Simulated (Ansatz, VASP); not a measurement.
One calculation of KTaO3, two programs

File INCAR:

```
SYSTEM = KTaO3
ALGO     = Normal         ! electronic algorithm
EDIFF    = 1E-7           ! SCF threshold, eV
ENCUT    = 520            ! plane-wave cutoff, eV
GGA      = PS             ! functional
ISIF     = 2              ! what is computed and relaxed
ISMEAR   = 0              ! smearing method
LASPH    = .True.         ! aspherical terms in the spheres
LCHARG   = .False.        ! write CHGCAR
LREAL    = .False.        ! projectors in reciprocal space
LWAVE    = .False.        ! write WAVECAR
NBANDS   = 27             ! bands
NELM     = 100            ! most SCF steps
PREC     = Accurate       ! precision mode
SIGMA    = 0.05           ! smearing width, eV
```

File KPOINTS:

```
k-points
0
Gamma
  8 8 8
  0 0 0
```

Contents of POSCAR:

```
KTaO3
1.0
    4.1854188879      0.0000000000      0.0000000000
    0.0000000000      4.1854188879      0.0000000000
    0.0000000000      0.0000000000      3.7099553023
K Ta O
1 1 3
Direct
    0.5000000000      0.5000000000      0.5000000000
    0.0000000000      0.0000000000      0.0000000000
    0.5000000000      0.0000000000      0.0000000000
    0.0000000000      0.5000000000      0.0000000000
    0.0000000000      0.0000000000      0.5000000000
```

Input for Ansatz:

```yaml
crystal:
  lattice:
    - [4.1854188879, 0.0, 0.0]
    - [0.0, 4.1854188879, 0.0]
    - [0.0, 0.0, 3.7099553023]
  atoms:
    - { symbol: K, position: [0.5, 0.5, 0.5] }
    - { symbol: Ta, position: [0.0, 0.0, 0.0] }
    - { symbol: O, position: [0.5, 0.0, 0.0] }
    - { symbol: O, position: [0.0, 0.5, 0.0] }
    - { symbol: O, position: [0.0, 0.0, 0.5] }
basis:
  ecutwfc: 520.0
kpoints:
  mp_grid: { grid: [8, 8, 8] }
hamiltonian:
  xc: pbesol
  pseudopotentials: { kind: paw }
scf:
  occupations: { method: gaussian, width: 0.05 }
output:
  forces: true
  stress: true
  eigenvalues: true
```

Alike in both runs: task single point; functional PBEsol; k mesh 8 × 8 × 8; occupations gaussian, width 0.05 eV; no spin polarisation.

|  | VASP | Ansatz |
| --- | --- | --- |
| version | VASP 6.6.1 | Ansatz 0.2.0 |
| potentials or method | VASP PAW PBE potentials, release 64 (K_sv, Ta_pv, O), cutoff 520 eV | scalar-relativistic, plane waves, PAW |
| valence electrons in the cell | 38 | 40 |

Ansatz gave:

* gap on the k mesh at the Fermi level (eV): 1.85
* least direct gap on the mesh (eV): 2.38
* pressure (GPa): 0.5
* traceless stress, the component that is largest in VASP (GPa): 33.36

Problem. What did VASP give for the same quantities?

Solution. gap on the k mesh at the Fermi level (eV): 1.81; least direct gap on the mesh (eV): 2.33; pressure (GPa): 1.2; traceless stress, the component that is largest in VASP (GPa): 33.97.

VASP's potentials were made for PBE, not for PBEsol. With one functional, cell and mesh, what is left measures potentials, basis and numerics. VASP's potentials hold 38 valence electrons a cell and Ansatz's 40, so a difference there can come from the potentials and not from the codes.

Spin-orbit coupling is off throughout.
